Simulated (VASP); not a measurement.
# Ti (P6_3/mmc) in VASP: a series of runs

Ti is run at these levels: r2SCAN; tasks: single point.

Program: VASP 6.6.1. These are calculated values, not measurements. Logs are shortened: lines on timing, memory, paths and dates and some standing lists are left out, and cuts for length are marked.

### Step 1. The cell of the first run

The structure is hexagonal, space group P6_3/mmc (No. 194). Conventional cell: a = 2.932 Å, b = 2.932 Å, c = 4.638 Å, α = 90.00°, β = 90.00°, γ = 120.00°. Ti (site symmetry -6m2) has 12 Ti at 2.87 to 2.93 Å within 3.8 Å.

### Step 2. Single point, r2SCAN (17.27 Å³/atom)

Input file POSCAR:

```
Ti
1.0
    2.9324256989      0.0000000000      0.0000000000
   -1.4662128495      2.5395551499      0.0000000000
    0.0000000000      0.0000000000      4.6378469852
Ti
2
Direct
    0.3333333333      0.6666666667      0.7500000000
    0.6666666667      0.3333333333      0.2500000000
```

Input file INCAR.step1:

```
  PREC = Accurate
  ENCUT = 520
  ISMEAR = 0
  SIGMA = 0.05
  LREAL = F
  LASPH = T
  NELM = 80
  NBANDS = 19
  GGA = PE
  ALGO = Normal
  EDIFF = 1E-4
  LWAVE = T
  LCHARG = F
```

Input file INCAR.step2:

```
  PREC = Accurate
  ENCUT = 520
  EDIFF = 1E-7
  ISMEAR = 0
  SIGMA = 0.05
  LREAL = F
  LASPH = T
  NELM = 80
  ALGO = Normal
  ISIF = 2
  LWAVE = F
  LCHARG = F
  METAGGA = R2SCAN
  LMIXTAU = T
  NBANDS = 19
  ISTART = 1
```

Input file KPOINTS:

```
Automatic mesh
0
Gamma
  16 16 10
```

Potentials or basis: VASP PAW PBE potentials, release 64 (Ti_sv).

The run is started by

```console
$ cat potpaw_PBE.64/Ti_sv/POTCAR > POTCAR
$ cp INCAR.step1 INCAR
$ mpirun -np 1 vasp_std > vasp.out
$ cp INCAR.step2 INCAR
$ mpirun -np 1 vasp_std > vasp.out
```

OUTCAR:

```text
PREC = Accurate
   ENCUT = 520
   EDIFF = 1E-7
   ISMEAR = 0
   LREAL = F
   LASPH = T
   NELM = 80
   ISIF = 2
   METAGGA = R2SCAN
   ISTART = 1

 ion  position               nearest neighbor table
   1  0.333  0.667  0.750-   2 2.87   2 2.87   2 2.87   2 2.87   2 2.87   2 2.87
   2  0.667  0.333  0.250-   1 2.87   1 2.87   1 2.87   1 2.87   1 2.87   1 2.87

  LATTYP: Found a hexagonal cell.
 ALAT       =     2.9324256989
 C/A-ratio  =     1.5815735713

  Lattice vectors:

 A1 = (   2.9324256989,   0.0000000000,   0.0000000000)
 A2 = (  -1.4662128495,   2.5395551499,   0.0000000000)
 A3 = (   0.0000000000,   0.0000000000,   4.6378469852)

Analysis of symmetry for initial positions (statically):
=====================================================================
 Subroutine PRICEL returns:
 Original cell was already a primitive cell.

 Routine SETGRP: Setting up the symmetry group for a
 hexagonal supercell.

 Subroutine GETGRP returns: Found 24 space group operations
 (whereof 12 operations were pure point group operations)
 out of a pool of 24 trial point group operations.

The static configuration has the point symmetry D_3d.
 The point group associated with its full space group is D_6h.

Analysis of symmetry for dynamics (positions and initial velocities):
=====================================================================
 Subroutine PRICEL returns:
 Original cell was already a primitive cell.

 Routine SETGRP: Setting up the symmetry group for a
 hexagonal supercell.

 Subroutine GETGRP returns: Found 24 space group operations
 (whereof 12 operations were pure point group operations)
 out of a pool of 24 trial point group operations.

The dynamic configuration has the point symmetry D_3d.
 The point group associated with its full space group is D_6h.

 Subroutine INISYM returns: Found 24 space group operations
 (whereof 12 operations are pure point group operations),
 and found     1 'primitive' translations

----------------------------------------------------------------------------------------

                                     Primitive cell

  volume of cell :      34.5383

  direct lattice vectors                    reciprocal lattice vectors
     2.932425699  0.000000000  0.000000000     0.341014608  0.196884876  0.000000000
    -1.466212849  2.539555150  0.000000000     0.000000000  0.393769751  0.000000000
     0.000000000  0.000000000  4.637846985     0.000000000  0.000000000  0.215617290

  length of vectors
     2.932425699  2.932425699  4.637846985     0.393769751  0.393769751  0.215617290

  position of ions in fractional coordinates (direct lattice)
[... 79 lines left out ...]
   EDIFF  = 0.1E-06   stopping-criterion for ELM
   LREAL  =      F    real-space projection
   EDIFFG = 0.1E-05   stopping-criterion for IOM
   NSW    =      0    number of steps for IOM
   IBRION =     -1    ionic relax: 0-MD 1-quasi-New 2-CG
   NFREE  =      0    steps in history (QN), initial steepest desc. (CG)
   ISIF   =      2    stress and relaxation
   ISYM   =      2    0-nonsym 1-usesym 2-fastsym
   POTIM  = 0.5000    time-step for ionic-motion
   TEBEG  =    0.0;   TEEND  =   0.0 temperature during run
   PSTRESS=    0.0 pullay stress
   NELECT =      24.0000    total number of electrons
   NUPDOWN=      -1.0000    fix difference up-down
   EMIN   =  10.00;   EMAX   =-10.00  energy-range for DOS
   EFERMI =   0.00;   METHOD = LEGACY
   ISMEAR =     0;   SIGMA  =   0.05  broadening in eV -4-tet -1-fermi 0-gaus
   EFERMI_NEDOS =   21; number of points for ismear=-14 and -15
   IALGO  =     38    algorithm
   IMIX   =      4    mixing-type and parameters
     AMIX     =   0.40;   BMIX     =  1.00
     AMIX_MAG =   1.60;   BMIX_MAG =  1.00
  volume/ion in A,a.u.               =      17.27       116.54
  Fermi-wavevector in a.u.,A,eV,Ry     =   1.450034  2.740167 28.607595  2.102599
  Thomas-Fermi vector in A             =   2.567692
   LORBIT       =      0    0 simple, 1 ext, 2 COOP (PROOUT), +10 PAW based schemes
   METAGGA = R2SCAN    functional components
   LHFCALC =     F    Hartree Fock is set to
   AEXX    =    0.0000 exact exchange contribution
   IVDW    =     0    specifies the selected vdW correction
   LEPSILON=     F    determine dielectric tensor
   LRPA    =     F    only Hartree local field effects (RPA)
 non-spin polarized calculation
 Gauss-broadening in eV      SIGMA  =   0.05
  energy-cutoff  :      520.00
  volume of cell :       34.54
 maximum number of plane-waves:       965
 NGX is ok and might be reduce to    24
   NGX = 11   NGY = 11   NGZ = 17

 number of electron      24.0000001 magnetization

 Free energy of the ion-electron system (eV)
  ---------------------------------------------------
  ext. energy  EPLUGINS =         0.00000000
  ---------------------------------------------------
  free energy    TOTEN  =       -25.90181002 eV

  energy without entropy =      -25.89946152  energy(sigma->0) =      -25.90063577

 E-fermi :   8.4607     XC(G=0): -12.4262

 val. band max:        8.4544739455   @ k =   0.0625  -0.0000   0.5000
 cond. band min:       8.4676372436   @ k =   0.1250   0.0625   0.0000
 fundamental gap:      0.0131632981
 Fermi energy:         8.4606932930

 k-point     1 :       0.0000    0.0000    0.0000
  band No.  band energies     occupation
      1     -50.7740      2.00000
      2     -50.6264      2.00000
      3     -26.3421      2.00000
      4     -25.6631      2.00000
      5     -25.6630      2.00000
      6     -25.5898      2.00000
[... 505 lines left out ...]
      6     -25.8103      2.00000
[... 11 lines left out ...]
     18      12.1184      0.00000
     19      12.3579      0.00000

 [... further k-points ...]

------------------------ aborting loop because EDIFF is reached ----------------------------------------

  FORCE on cell =-STRESS in cart. coord.  units (eV):
  Direction    XX          YY          ZZ          XY          YZ          ZX
  --------------------------------------------------------------------------------------
  -------------------------------------------------------------------------------------
  Total        0.1409528      0.1409528      0.1520525     -0.0000000     -0.0000000      0.0000000
  in kB        6.5385762      6.5385762      7.0534718     -0.0000000     -0.0000000      0.0000000
  external PRESSURE =       6.7102080 kB  Pullay stress =       0.0000000 kB

 VOLUME and BASIS-vectors are now :
 -----------------------------------------------------------------------------
  energy-cutoff  :      520.00
  volume of cell :       34.54
      direct lattice vectors                 reciprocal lattice vectors
     2.932425699  0.000000000  0.000000000     0.341014608  0.196884876  0.000000000
    -1.466212849  2.539555150  0.000000000     0.000000000  0.393769751  0.000000000
     0.000000000  0.000000000  4.637846985     0.000000000  0.000000000  0.215617290

 POSITION                                       TOTAL-FORCE (eV/Angst)
 -----------------------------------------------------------------------------------
     -0.00000      1.69304      3.47839        -0.000000      0.000000      0.000000
      1.46621      0.84652      1.15946         0.000000     -0.000000      0.000000
 -----------------------------------------------------------------------------------
    total drift:                               -0.000000      0.000000     -0.000000

  FREE ENERGIE OF THE ION-ELECTRON SYSTEM (eV)
  ---------------------------------------------------
  free  energy   TOTEN  =       -25.9018100195 eV

  energy  without entropy=      -25.8994615248  energy(sigma->0) =      -25.90063577
```

OUTCAR.step1:

```text
PREC = Accurate
   ENCUT = 520
   ISMEAR = 0
   LREAL = F
   LASPH = T
[... 752 lines left out ...]
 -----------------------------------------------------------------------------------
     -0.00000      1.69304      3.47839         0.000000      0.000000      0.000000
      1.46621      0.84652      1.15946        -0.000000      0.000000      0.000000
 -----------------------------------------------------------------------------------
    total drift:                               -0.000000      0.000000     -0.000000

  FREE ENERGIE OF THE ION-ELECTRON SYSTEM (eV)
  ---------------------------------------------------
  free  energy   TOTEN  =       -15.6727180701 eV

  energy  without entropy=      -15.6698632147  energy(sigma->0) =      -15.67129064
```

OSZICAR.step1:

```text
N       E                     dE             d eps       ncg     rms          rms(c)
DAV:   1     0.263930996699E+03    0.26393E+03   -0.13060E+04  6864   0.158E+03
DAV:   2     0.126362747253E+02   -0.25129E+03   -0.24722E+03  7040   0.443E+02
DAV:   3    -0.164991500398E+02   -0.29135E+02   -0.28798E+02 12826   0.124E+02
DAV:   4    -0.176844537744E+02   -0.11853E+01   -0.11843E+01  7905   0.260E+01
DAV:   5    -0.177389550987E+02   -0.54501E-01   -0.54496E-01 10127   0.397E+00    0.119E+01
DAV:   6    -0.156690221944E+02    0.20699E+01   -0.75110E+00  7923   0.275E+01    0.300E+00
DAV:   7    -0.156533333655E+02    0.15689E-01   -0.70037E-01 10309   0.616E+00    0.207E+00
DAV:   8    -0.156807428622E+02   -0.27409E-01   -0.20649E-01  7590   0.521E+00    0.717E-01
DAV:   9    -0.156723006743E+02    0.84422E-02   -0.47172E-02  7859   0.220E+00    0.702E-02
DAV:  10    -0.156726746529E+02   -0.37398E-03   -0.30773E-03  9697   0.336E-01    0.797E-02
DAV:  11    -0.156727180701E+02   -0.43417E-04   -0.12046E-04  5363   0.804E-02
   1 F= -.15672718E+02 E0= -.15671291E+02  d E =-.285486E-02
```

Run time: 7.7 min. Hardware: 1 thread of Intel Xeon Platinum 8259CL at 2.50GHz (Skylake/Cascade Lake), shared host; peak memory 0.23 GiB.

What came out:

```yaml
Free_energy: -25.9018 eV
Pressure: 0.7 GPa
Band_gap_on_the_k_mesh: zero (bands 12 and 13 overlap by 1.22 eV)
```

Caveat: the PAW data sets were made with another functional, which shifts forces and pressure a little.

### Step 3. Single point, r2SCAN (17.32 Å³/atom)

This run uses another cell than the first one, of 17.32 Å³/atom.

Input file POSCAR:

```
Ti
1.0
    2.9350459763      0.0000000000      0.0000000000
   -1.4675229882      2.5418243768      0.0000000000
    0.0000000000      0.0000000000      4.6419911468
Ti
2
Direct
    0.3333333333      0.6666666667      0.7500000000
    0.6666666667      0.3333333333      0.2500000000
```

Input file INCAR.step1:

```
PREC     = Accurate       # precision mode
ENCUT    = 520            # plane-wave cutoff, eV
ISMEAR   = 0              # smearing method
SIGMA    = 0.05           # smearing width, eV
LREAL    = F              # projectors in reciprocal space
LASPH    = T              # aspherical terms in the spheres
NELM     = 80             # most SCF steps
NBANDS   = 19             # bands
GGA      = PE             # functional
ALGO     = Normal         # electronic algorithm
EDIFF    = 1E-4           # SCF threshold, eV
LWAVE    = T              # write WAVECAR
LCHARG   = F              # write CHGCAR
```

Input file INCAR.step2:

```
PREC     = Accurate       # precision mode
ENCUT    = 520            # plane-wave cutoff, eV
EDIFF    = 1E-7           # SCF threshold, eV
ISMEAR   = 0              # smearing method
SIGMA    = 0.05           # smearing width, eV
LREAL    = F              # projectors in reciprocal space
LASPH    = T              # aspherical terms in the spheres
NELM     = 80             # most SCF steps
ALGO     = Normal         # electronic algorithm
ISIF     = 2              # what is computed and relaxed
LWAVE    = F              # write WAVECAR
LCHARG   = F              # write CHGCAR
METAGGA  = R2SCAN         # meta-GGA
LMIXTAU  = T            
NBANDS   = 19             # bands
ISTART   = 1
```

KPOINTS is that of step 2.

Potentials or basis: VASP PAW PBE potentials, release 64 (Ti_sv).

The run is started by

```console
$ cat potpaw_PBE.64/Ti_sv/POTCAR > POTCAR
$ cp INCAR.step1 INCAR
$ mpirun -np 1 vasp_std > vasp.out
$ cp INCAR.step2 INCAR
$ mpirun -np 1 vasp_std > vasp.out
```

OUTCAR:

```text
PREC = Accurate
   ENCUT = 520
   EDIFF = 1E-7
   ISMEAR = 0
   LREAL = F
   LASPH = T
   NELM = 80
   ISIF = 2
   METAGGA = R2SCAN
   ISTART = 1

 ion  position               nearest neighbor table
   1  0.333  0.667  0.750-   2 2.87   2 2.87   2 2.87   2 2.87   2 2.87   2 2.87
   2  0.667  0.333  0.250-   1 2.87   1 2.87   1 2.87   1 2.87   1 2.87   1 2.87

  LATTYP: Found a hexagonal cell.
 ALAT       =     2.9350459763
 C/A-ratio  =     1.5815735713

  Lattice vectors:

 A1 = (   2.9350459763,   0.0000000000,   0.0000000000)
 A2 = (  -1.4675229882,   2.5418243768,   0.0000000000)
 A3 = (   0.0000000000,   0.0000000000,   4.6419911468)

Analysis of symmetry for initial positions (statically):
=====================================================================
 Subroutine PRICEL returns:
 Original cell was already a primitive cell.

 Routine SETGRP: Setting up the symmetry group for a
 hexagonal supercell.

 Subroutine GETGRP returns: Found 24 space group operations
 (whereof 12 operations were pure point group operations)
 out of a pool of 24 trial point group operations.

The static configuration has the point symmetry D_3d.
 The point group associated with its full space group is D_6h.

Analysis of symmetry for dynamics (positions and initial velocities):
=====================================================================
 Subroutine PRICEL returns:
 Original cell was already a primitive cell.

 Routine SETGRP: Setting up the symmetry group for a
 hexagonal supercell.

 Subroutine GETGRP returns: Found 24 space group operations
 (whereof 12 operations were pure point group operations)
 out of a pool of 24 trial point group operations.

The dynamic configuration has the point symmetry D_3d.
 The point group associated with its full space group is D_6h.

 Subroutine INISYM returns: Found 24 space group operations
 (whereof 12 operations are pure point group operations),
 and found     1 'primitive' translations

[... 111 lines left out ...]
   IALGO  =     38    algorithm
   IMIX   =      4    mixing-type and parameters
     AMIX     =   0.40;   BMIX     =  1.00
     AMIX_MAG =   1.60;   BMIX_MAG =  1.00
  volume/ion in A,a.u.               =      17.32       116.85
  Fermi-wavevector in a.u.,A,eV,Ry     =   1.448740  2.737721 28.556539  2.098846
  Thomas-Fermi vector in A             =   2.566546
   LORBIT       =      0    0 simple, 1 ext, 2 COOP (PROOUT), +10 PAW based schemes
   METAGGA = R2SCAN    functional components
   LHFCALC =     F    Hartree Fock is set to
   AEXX    =    0.0000 exact exchange contribution
   IVDW    =     0    specifies the selected vdW correction
   LEPSILON=     F    determine dielectric tensor
   LRPA    =     F    only Hartree local field effects (RPA)
 non-spin polarized calculation
 Gauss-broadening in eV      SIGMA  =   0.05
  energy-cutoff  :      520.00
  volume of cell :       34.63
 maximum number of plane-waves:       965
 NGX is ok and might be reduce to    24
   NGX = 11   NGY = 11   NGZ = 17

 number of electron      24.0000001 magnetization

 Free energy of the ion-electron system (eV)
  ---------------------------------------------------
  ext. energy  EPLUGINS =         0.00000000
  ---------------------------------------------------
  free energy    TOTEN  =       -25.90216517 eV

  energy without entropy =      -25.89984967  energy(sigma->0) =      -25.90100742

 E-fermi :   8.4320     XC(G=0): -12.4124

 val. band max:        8.4262741457   @ k =   0.0625  -0.0000   0.5000
 cond. band min:       8.4402298530   @ k =   0.1250   0.0625   0.0000
 fundamental gap:      0.0139557073
 Fermi energy:         8.4319716573

 k-point     1 :       0.0000    0.0000    0.0000
  band No.  band energies     occupation
      1     -50.8079      2.00000
      2     -50.6619      2.00000
      3     -26.3727      2.00000
      4     -25.6993      2.00000
      5     -25.6992      2.00000
      6     -25.6269      2.00000
[... 505 lines left out ...]
      6     -25.8452      2.00000
[... 11 lines left out ...]
     18      12.0776      0.00000
     19      12.3155      0.00000

 [... further k-points ...]

------------------------ aborting loop because EDIFF is reached ----------------------------------------

  FORCE on cell =-STRESS in cart. coord.  units (eV):
  Direction    XX          YY          ZZ          XY          YZ          ZX
  --------------------------------------------------------------------------------------
  -------------------------------------------------------------------------------------
  Total        0.0718095      0.0718095      0.0851946     -0.0000000      0.0000000     -0.0000000
  in kB        3.3222136      3.3222136      3.9414690     -0.0000000      0.0000000     -0.0000000
  external PRESSURE =       3.5286321 kB  Pullay stress =       0.0000000 kB

 VOLUME and BASIS-vectors are now :
 -----------------------------------------------------------------------------
  energy-cutoff  :      520.00
  volume of cell :       34.63
      direct lattice vectors                 reciprocal lattice vectors
     2.935045976  0.000000000  0.000000000     0.340710165  0.196709106  0.000000000
    -1.467522988  2.541824377  0.000000000     0.000000000  0.393418211  0.000000000
     0.000000000  0.000000000  4.641991147     0.000000000  0.000000000  0.215424797

 POSITION                                       TOTAL-FORCE (eV/Angst)
 -----------------------------------------------------------------------------------
     -0.00000      1.69455      3.48149         0.000000     -0.000000      0.000000
      1.46752      0.84727      1.16050        -0.000000      0.000000      0.000000
 -----------------------------------------------------------------------------------
    total drift:                                0.000000     -0.000000      0.000000

  FREE ENERGIE OF THE ION-ELECTRON SYSTEM (eV)
  ---------------------------------------------------
  free  energy   TOTEN  =       -25.9021651731 eV

  energy  without entropy=      -25.8998496710  energy(sigma->0) =      -25.90100742
```

OUTCAR.step1:

```text
PREC = Accurate
   ENCUT = 520
   ISMEAR = 0
   LREAL = F
   LASPH = T
[... 752 lines left out ...]
 -----------------------------------------------------------------------------------
     -0.00000      1.69455      3.48149         0.000000     -0.000000      0.000000
      1.46752      0.84727      1.16050        -0.000000      0.000000      0.000000
 -----------------------------------------------------------------------------------
    total drift:                                0.000000     -0.000000      0.000000

  FREE ENERGIE OF THE ION-ELECTRON SYSTEM (eV)
  ---------------------------------------------------
  free  energy   TOTEN  =       -15.6729459616 eV

  energy  without entropy=      -15.6700839181  energy(sigma->0) =      -15.67151494
```

OSZICAR.step1:

```text
N       E                     dE             d eps       ncg     rms          rms(c)
DAV:   1     0.263324915184E+03    0.26332E+03   -0.13096E+04  6864   0.158E+03
DAV:   2     0.126943551307E+02   -0.25063E+03   -0.24665E+03  7067   0.441E+02
DAV:   3    -0.164373363771E+02   -0.29132E+02   -0.28786E+02 12741   0.124E+02
DAV:   4    -0.176883089759E+02   -0.12510E+01   -0.12486E+01  7952   0.265E+01
DAV:   5    -0.177480984800E+02   -0.59790E-01   -0.59785E-01 10060   0.414E+00    0.119E+01
DAV:   6    -0.156686059778E+02    0.20795E+01   -0.75459E+00  7933   0.276E+01    0.298E+00
DAV:   7    -0.156538221431E+02    0.14784E-01   -0.71946E-01 10275   0.617E+00    0.208E+00
DAV:   8    -0.156810660061E+02   -0.27244E-01   -0.20756E-01  7632   0.523E+00    0.711E-01
DAV:   9    -0.156725432203E+02    0.85228E-02   -0.48020E-02  7810   0.219E+00    0.695E-02
DAV:  10    -0.156728931829E+02   -0.34996E-03   -0.29814E-03  9806   0.331E-01    0.814E-02
DAV:  11    -0.156729459616E+02   -0.52779E-04   -0.13639E-04  5395   0.829E-02
   1 F= -.15672946E+02 E0= -.15671515E+02  d E =-.286204E-02
```

It took 6.2 min on 1 thread of Intel Xeon Platinum 8259CL at 2.50GHz (Skylake/Cascade Lake), shared host; peak memory 0.23 GiB.

Results:

* Free energy: -25.9022 eV
* Pressure: 0.4 GPa
* Band gap on the k mesh: zero (bands 12 and 13 overlap by 1.22 eV)

Caveat: the PAW data sets were made with another functional, which shifts forces and pressure a little.
